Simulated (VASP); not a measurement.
# Ho4Pd (Pm-3m) in VASP: further runs

The runs below take Ho4Pd through single point, relaxation of cell and atoms, with PBE.

All numbers are computed with VASP 6.6.1; they aren't measurements. Logs are shortened: lines on timing, memory, paths and dates and some standing lists are left out, and cuts for length are marked.

### Step 1. The cell of the first run

Symmetry: Pm-3m, No. 221, cubic system. Conventional cell: a = 5.416 Å, b = 5.416 Å, c = 5.416 Å, α = 90.00°, β = 90.00°, γ = 90.00°. Ho (site symmetry 4/mmm) has 2 Pd at 2.71 Å within 3.6 Å. Ho (site symmetry m-3m) has 12 Ho at 3.83 Å and 8 Pd at 4.69 Å within 5.0 Å. Pd (site symmetry m-3m) has 6 Ho at 2.71 Å within 3.6 Å.

The cell was built from a structure type or drawn by symmetry, and may not be a known phase.

### Step 2. Single point, PBE, collinear spin

Contents of INCAR:

```
  PREC = Accurate
  ENCUT = 500
  EDIFF = 1E-6
  ISMEAR = 0
  SIGMA = 0.1
  LREAL = F
  LASPH = T
  NELM = 200
  ALGO = Normal
  ISIF = 2
  LWAVE = F
  LCHARG = F
  ISPIN = 2
  MAGMOM = 0 0 0 0 1
  LORBIT = 11
  LMAXMIX = 6
  GGA = PE
  NBANDS = 35
  GGA_COMPAT = F
```

Contents of KPOINTS:

```
regular mesh
0
Gamma
  4 4 4
```

Contents of POSCAR:

```
Ho4Pd
1.0
    5.4156780384      0.0000000000      0.0000000000
    0.0000000000      5.4156780384      0.0000000000
    0.0000000000      0.0000000000      5.4156780384
Ho Pd
4 1
Direct
    0.0000000000      0.5000000000      0.5000000000
    0.5000000000      0.5000000000      0.0000000000
    0.5000000000      0.0000000000      0.5000000000
    0.0000000000      0.0000000000      0.0000000000
    0.5000000000      0.5000000000      0.5000000000
```

Potentials or basis: VASP PAW PBE potentials, release 64 (Ho_3, Pd), 4f in core.

On the command line:

```bash
$ cat potpaw_PBE.64/Ho_3/POTCAR potpaw_PBE.64/Pd/POTCAR > POTCAR
$ mpirun -np 1 vasp_std > vasp.out
```

OUTCAR:

```text
PREC = Accurate
   ENCUT = 500
   EDIFF = 1E-6
   ISMEAR = 0
   LREAL = F
   LASPH = T
   NELM = 200
   ISIF = 2
   ISPIN = 2
   LORBIT = 11
   GGA = PE

 ion  position               nearest neighbor table
   1  0.000  0.500  0.500-   5 2.71   5 2.71
   2  0.500  0.500  0.000-   5 2.71   5 2.71
   3  0.500  0.000  0.500-   5 2.71   5 2.71
   4  0.000  0.000  0.000-
   5  0.500  0.500  0.500-   1 2.71   2 2.71   3 2.71   2 2.71   3 2.71   1 2.71

  LATTYP: Found a simple cubic cell.
 ALAT       =     5.4156780384

  Lattice vectors:

 A1 = (   5.4156780384,   0.0000000000,   0.0000000000)
 A2 = (   0.0000000000,   5.4156780384,   0.0000000000)
 A3 = (   0.0000000000,   0.0000000000,   5.4156780384)

Analysis of symmetry for initial positions (statically):
=====================================================================
 Subroutine PRICEL returns:
 Original cell was already a primitive cell.

 Routine SETGRP: Setting up the symmetry group for a
 simple cubic supercell.

 Subroutine GETGRP returns: Found 48 space group operations
 (whereof 48 operations were pure point group operations)
 out of a pool of 48 trial point group operations.

The static configuration has the point symmetry O_h .

Analysis of symmetry for dynamics (positions and initial velocities):
=====================================================================
 Subroutine PRICEL returns:
 Original cell was already a primitive cell.

 Routine SETGRP: Setting up the symmetry group for a
 simple cubic supercell.

 Subroutine GETGRP returns: Found 48 space group operations
 (whereof 48 operations were pure point group operations)
 out of a pool of 48 trial point group operations.

The dynamic configuration has the point symmetry O_h .

Analysis of structural, dynamic, and magnetic symmetry:
=====================================================================
 Subroutine PRICEL returns:
 Original cell was already a primitive cell.

 Routine SETGRP: Setting up the symmetry group for a
 simple cubic supercell.

 Subroutine GETGRP returns: Found 48 space group operations
 (whereof 48 operations were pure point group operations)
 out of a pool of 48 trial point group operations.

The overall configuration has the point symmetry O_h .

 Subroutine INISYM returns: Found 48 space group operations
 (whereof 48 operations are pure point group operations),
 and found     1 'primitive' translations

----------------------------------------------------------------------------------------

                                     Primitive cell

  volume of cell :     158.8395

  direct lattice vectors                    reciprocal lattice vectors
     5.415678038  0.000000000  0.000000000     0.184649086  0.000000000  0.000000000
     0.000000000  5.415678038  0.000000000     0.000000000  0.184649086  0.000000000
     0.000000000  0.000000000  5.415678038     0.000000000  0.000000000  0.184649086

  length of vectors
     5.415678038  5.415678038  5.415678038     0.184649086  0.184649086  0.184649086

  position of ions in fractional coordinates (direct lattice)
     0.000000000  0.500000000  0.500000000
     0.500000000  0.500000000  0.000000000
     0.500000000  0.000000000  0.500000000
     0.000000000  0.000000000  0.000000000
     0.500000000  0.500000000  0.500000000

  ion indices of the primitive-cell ions
   primitive index   ion index
                 1           1
                 2           2
                 3           3
                 4           4
                 5           5

----------------------------------------------------------------------------------------

 KPOINTS: regular mesh

Automatic generation of k-mesh.
 Grid dimensions read from file:
 generate k-points for:    4    4    4

 Generating k-lattice:

  Cartesian coordinates                     Fractional coordinates (reciprocal lattice)
     0.046162272  0.000000000  0.000000000     0.250000000  0.000000000  0.000000000
     0.000000000  0.046162272  0.000000000     0.000000000  0.250000000  0.000000000
     0.000000000  0.000000000  0.046162272     0.000000000  0.000000000  0.250000000

  Length of vectors
     0.046162272  0.046162272  0.046162272

  Shift w.r.t. Gamma in fractional coordinates (k-lattice)
     0.000000000  0.000000000  0.000000000

 Subroutine IBZKPT returns following result:
 ===========================================

 Found     10 irreducible k-points:

 Following reciprocal coordinates:
            Coordinates               Weight
  0.000000  0.000000  0.000000      1.000000
  0.250000  0.000000  0.000000      6.000000
  0.500000  0.000000  0.000000      3.000000
  0.250000  0.250000  0.000000     12.000000
  0.500000  0.250000  0.000000     12.000000
  0.500000  0.500000  0.000000      3.000000
  0.250000  0.250000  0.250000      8.000000
  0.500000  0.250000  0.250000     12.000000
  0.500000  0.500000  0.250000      6.000000
  0.500000  0.500000  0.500000      1.000000
   k-points           NKPTS =     10   k-points in BZ     NKDIM =     10   number of bands    NBANDS=     35
   number of dos      NEDOS =    301   number of ions     NIONS =      5
   total plane-waves  NPLWV =  64000
   dimension x,y,z NGX =    40 NGY =   40 NGZ =   40
   dimension x,y,z NGXF=    80 NGYF=   80 NGZF=   80
   ions per type =               4   1
   NGX,Y,Z   is equivalent  to a cutoff of  12.28, 12.28, 12.28 a.u.
   NGXF,Y,Z  is equivalent  to a cutoff of  24.56, 24.56, 24.56 a.u.
 SYSTEM =  unknown system
   PREC   = accura    normal or accurate (medium, high low for compatibility)
   ISTART =      0    job   : 0-new  1-cont  2-samecut
   ICHARG =      2    charge: 1-file 2-atom 10-const
   ISPIN  =      2    spin polarized calculation?
   LNONCOLLINEAR =      F non collinear calculations
   LSORBIT =      F    spin-orbit coupling
   LASPH  =      T    aspherical Exc in radial PAW
   ENCUT  =  500.0 eV  36.75 Ry    6.06 a.u.   9.87  9.87  9.87*2*pi/ulx,y,z
   NELM   =    200;   NELMIN=  2; NELMDL= -5     # of ELM steps
   EDIFF  = 0.1E-05   stopping-criterion for ELM
   LREAL  =      F    real-space projection
   EDIFFG = 0.1E-04   stopping-criterion for IOM
   NSW    =      0    number of steps for IOM
   IBRION =     -1    ionic relax: 0-MD 1-quasi-New 2-CG
   NFREE  =      0    steps in history (QN), initial steepest desc. (CG)
   ISIF   =      2    stress and relaxation
   ISYM   =      2    0-nonsym 1-usesym 2-fastsym
   POTIM  = 0.5000    time-step for ionic-motion
   TEBEG  =    0.0;   TEEND  =   0.0 temperature during run
   PSTRESS=    0.0 pullay stress
   NELECT =      46.0000    total number of electrons
   NUPDOWN=      -1.0000    fix difference up-down
   EMIN   =  10.00;   EMAX   =-10.00  energy-range for DOS
   EFERMI =   0.00;   METHOD = LEGACY
   ISMEAR =     0;   SIGMA  =   0.10  broadening in eV -4-tet -1-fermi 0-gaus
   EFERMI_NEDOS =   21; number of points for ismear=-14 and -15
   IALGO  =     38    algorithm
   IMIX   =      4    mixing-type and parameters
     AMIX     =   0.40;   BMIX     =  1.00
     AMIX_MAG =   1.60;   BMIX_MAG =  1.00
  volume/ion in A,a.u.               =      31.77       214.38
  Fermi-wavevector in a.u.,A,eV,Ry     =   1.083115  2.046791 15.961515  1.173138
  Thomas-Fermi vector in A             =   2.219173
   LORBIT       =     11    0 simple, 1 ext, 2 COOP (PROOUT), +10 PAW based schemes
   GGA     = PE    functional components
   LHFCALC =     F    Hartree Fock is set to
   AEXX    =    0.0000 exact exchange contribution
   IVDW    =     0    specifies the selected vdW correction
   LEPSILON=     F    determine dielectric tensor
   LRPA    =     F    only Hartree local field effects (RPA)
 spin polarized calculation
 Gauss-broadening in eV      SIGMA  =   0.10
  energy-cutoff  :      500.00
  volume of cell :      158.84
 maximum number of plane-waves:      4068
 NGX is ok and might be reduce to    40
   NGX = 19   NGY = 19   NGZ = 19

 number of electron      46.0000002 magnetization       0.0007679

 number of electron      46.0000002 magnetization      -0.0003241

 Free energy of the ion-electron system (eV)
  ---------------------------------------------------
  ext. energy  EPLUGINS =         0.00000000
  ---------------------------------------------------
  free energy    TOTEN  =       -23.90933510 eV

  energy without entropy =      -23.88625869  energy(sigma->0) =      -23.89779690

 E-fermi :   3.2509     XC(G=0):  -9.5802

 val. band max:        3.1542696634   @ k =   0.2500   0.2500   0.0000
 cond. band min:       3.2604824619   @ k =   0.2500   0.0000   0.0000
 fundamental gap:      0.1062127985
 Fermi energy:         3.2509208914

 spin component 1

 k-point     1 :       0.0000    0.0000    0.0000
  band No.  band energies     occupation
      1     -21.5693      1.00000
      2     -21.5693      1.00000
      3     -21.5693      1.00000
      4     -21.1868      1.00000
      5     -21.1868      1.00000
      6     -21.1868      1.00000
[... 369 lines left out ...]
     34       7.5485      0.00000
     35       7.5662      0.00000
 Fermi energy:         3.2509208914

 spin component 2

 k-point     1 :       0.0000    0.0000    0.0000
  band No.  band energies     occupation
      1     -21.5693      1.00000
      2     -21.5693      1.00000
      3     -21.5693      1.00000
      4     -21.1869      1.00000
      5     -21.1869      1.00000
      6     -21.1869      1.00000
[... 369 lines left out ...]
     34       7.5490      0.00000
     35       7.5769      0.00000

------------------------ aborting loop because EDIFF is reached ----------------------------------------

  FORCE on cell =-STRESS in cart. coord.  units (eV):
  Direction    XX          YY          ZZ          XY          YZ          ZX
  --------------------------------------------------------------------------------------
  -------------------------------------------------------------------------------------
  Total        0.3259986      0.3259986      0.3259986      0.0000000     -0.0000000      0.0000000
  in kB        3.2882721      3.2882721      3.2882721      0.0000000     -0.0000000      0.0000000
  external PRESSURE =       3.2882721 kB  Pullay stress =       0.0000000 kB

 VOLUME and BASIS-vectors are now :
 -----------------------------------------------------------------------------
  energy-cutoff  :      500.00
  volume of cell :      158.84
      direct lattice vectors                 reciprocal lattice vectors
     5.415678038  0.000000000  0.000000000     0.184649086  0.000000000  0.000000000
     0.000000000  5.415678038  0.000000000     0.000000000  0.184649086  0.000000000
     0.000000000  0.000000000  5.415678038     0.000000000  0.000000000  0.184649086

 POSITION                                       TOTAL-FORCE (eV/Angst)
 -----------------------------------------------------------------------------------
      0.00000      2.70784      2.70784         0.000000      0.000000      0.000000
      2.70784      2.70784      0.00000         0.000000      0.000000      0.000000
      2.70784      0.00000      2.70784         0.000000      0.000000      0.000000
      0.00000      0.00000      0.00000         0.000000      0.000000      0.000000
      2.70784      2.70784      2.70784         0.000000      0.000000      0.000000
 -----------------------------------------------------------------------------------
    total drift:                               -0.000000      0.000000     -0.000000

  FREE ENERGIE OF THE ION-ELECTRON SYSTEM (eV)
  ---------------------------------------------------
  free  energy   TOTEN  =       -23.9093350971 eV

  energy  without entropy=      -23.8862586931  energy(sigma->0) =      -23.89779690

 total charge

# of ion       s       p       d       tot
------------------------------------------
    1        0.450   6.557   1.007   8.015
    2        0.450   6.557   1.007   8.015
    3        0.450   6.557   1.007   8.015
    4        0.440   6.278   0.882   7.600
    5        0.788   0.411   8.576   9.775
--------------------------------------------------
tot          2.580  26.360  12.480  41.420

 magnetization (x)

# of ion       s       p       d       tot
------------------------------------------
    1        0.000  -0.000  -0.000  -0.000
    2        0.000  -0.000  -0.000  -0.000
    3        0.000  -0.000  -0.000  -0.000
    4       -0.000   0.000  -0.000   0.000
    5        0.000  -0.000  -0.000  -0.000
--------------------------------------------------
tot          0.000  -0.000  -0.000  -0.000
```

Wall time 80 s (1 thread of Intel Xeon Platinum 8375C at 2.90GHz (Ice Lake), shared host); peak memory 0.32 GiB.

Results:

```
Free energy                                           : -23.9093 eV
Pressure                                              : 0.3 GPa
Band gap on the k mesh                                : zero (filled and empty bands overlap)
Net moment                                            : 0.00 μB per cell
Valence electrons inside the program's atomic spheres : Ho 8.02, 7.60 (each value once); Pd 9.78
```

Levels at points of the mesh, in eV from the Fermi level:
Spin up:
```
           k point  band 19  band 20  band 21  band 22  band 23  band 24  band 25  band 26
(0.00, 0.00, 0.00)    -2.62    -1.51    -1.51     0.07     0.07     0.07     1.02     1.02
(0.50, 0.00, 0.00)    -3.34    -1.13    -0.64    -0.19    -0.19     0.21     0.75     0.76
(0.50, 0.50, 0.00)    -2.30    -2.30    -1.77    -0.22     0.26     0.27     0.35     0.35
(0.50, 0.50, 0.50)    -2.47    -2.47    -2.12    -1.27     0.40     0.40     0.40     0.97
```
Spin down:
| k point | band 19 | band 20 | band 21 | band 22 | band 23 | band 24 | band 25 | band 26 |
| --- | --- | --- | --- | --- | --- | --- | --- | --- |
| (0.00, 0.00, 0.00) | -2.62 | -1.51 | -1.51 | 0.07 | 0.07 | 0.07 | 1.02 | 1.02 |
| (0.50, 0.00, 0.00) | -3.34 | -1.13 | -0.64 | -0.19 | -0.19 | 0.21 | 0.75 | 0.76 |
| (0.50, 0.50, 0.00) | -2.30 | -2.30 | -1.77 | -0.22 | 0.26 | 0.27 | 0.35 | 0.35 |
| (0.50, 0.50, 0.50) | -2.47 | -2.47 | -2.12 | -1.27 | 0.40 | 0.40 | 0.40 | 0.97 |

Caveat: the magnetic or orbital state may not be the lowest; spin-orbit coupling is left out, which moves the levels of the heavy elements; the 4f electrons are frozen in the core, so they carry no moment and show no levels.

### Step 3. Relaxation of cell and atoms, PBE

Contents of INCAR:

```
SYSTEM = Ho4Pd
PREC = Accurate ; ENCUT = 500
EDIFF = 1E-7 ; ISMEAR = 0
SIGMA = 0.1 ; LREAL = .False.
LASPH = .True. ; NELM = 200
ALGO = Normal ; ISIF = 3
LWAVE = .False. ; LCHARG = .False.
GGA = PE ; IBRION = 2
NSW = 100 ; EDIFFG = -0.01
GGA_COMPAT = .False. ; NELMIN = 4
LMAXMIX = 6
```

Contents of KPOINTS:

```
regular mesh
0
Gamma
  8 8 8
  0 0 0
```

POSCAR is that of step 2.

Potentials or basis: VASP PAW PBE potentials, release 64 (Ho_3, Pd), 4f in core.

On the command line:

```bash
$ cat potpaw_PBE.64/Ho_3/POTCAR potpaw_PBE.64/Pd/POTCAR > POTCAR
$ mpirun -np 1 vasp_std > vasp.out
```

It took 4.1 min on 1 thread of Intel Xeon Platinum 8375C at 2.90GHz (Ice Lake), shared host; peak memory 0.32 GiB.

It converged, with:

```yaml
Free_energy: -23.8687 eV
Relaxed_volume: 31.97 Å³/atom
Relaxed_cell: a = 5.427 Å, b = 5.427 Å, c = 5.427 Å, α = 90.00°, β = 90.00°, γ = 90.00°
Space_group_after_relaxing_to_0.1_Å: Pm-3m (No. 221)
Energy_gained_by_relaxing: 0.2 meV/atom
Ionic_steps: 3
Pressure_after_relaxing: 0.0 GPa
Band_gap_on_the_k_mesh: zero (bands 23 and 24 overlap by 0.54 eV)
```

Step by step:
```csv
step,energy change (eV),largest force (eV/Å),pressure (GPa),volume (Å³)
1,0.0000,0.0000,0.34,158.84
2,-0.0008,0.0000,-0.17,160.42
3,-0.0011,0.0000,0.00,159.87
```

Final structure:
```
Ho Pd
1.0
     5.42740    0.00000    0.00000
     0.00000    5.42740    0.00000
     0.00000    0.00000    5.42740
Ho Pd
4 1
Direct
  0.00000 0.50000 0.50000
  0.50000 0.50000 0.00000
  0.50000 0.00000 0.50000
  0.00000 0.00000 0.00000
  0.50000 0.50000 0.50000
```

Levels at points of the mesh, in eV from the Fermi level:
| k point | band 20 | band 21 | band 22 | band 23 | band 24 | band 25 | band 26 | band 27 |
| --- | --- | --- | --- | --- | --- | --- | --- | --- |
| (0.00, 0.00, 0.00) | -1.55 | -1.55 | 0.02 | 0.02 | 0.02 | 0.95 | 0.95 | 0.95 |
| (0.50, 0.00, 0.00) | -1.18 | -0.69 | -0.24 | -0.24 | 0.17 | 0.69 | 0.70 | 0.70 |
| (0.50, 0.50, 0.00) | -2.35 | -1.82 | -0.27 | 0.21 | 0.22 | 0.29 | 0.29 | 0.50 |
| (0.50, 0.50, 0.50) | -2.51 | -2.17 | -1.35 | 0.33 | 0.33 | 0.33 | 0.92 | 0.92 |

Caveat: spin-orbit coupling is left out, which moves the levels of the heavy elements; the 4f electrons are frozen in the core, so they carry no moment and show no levels.
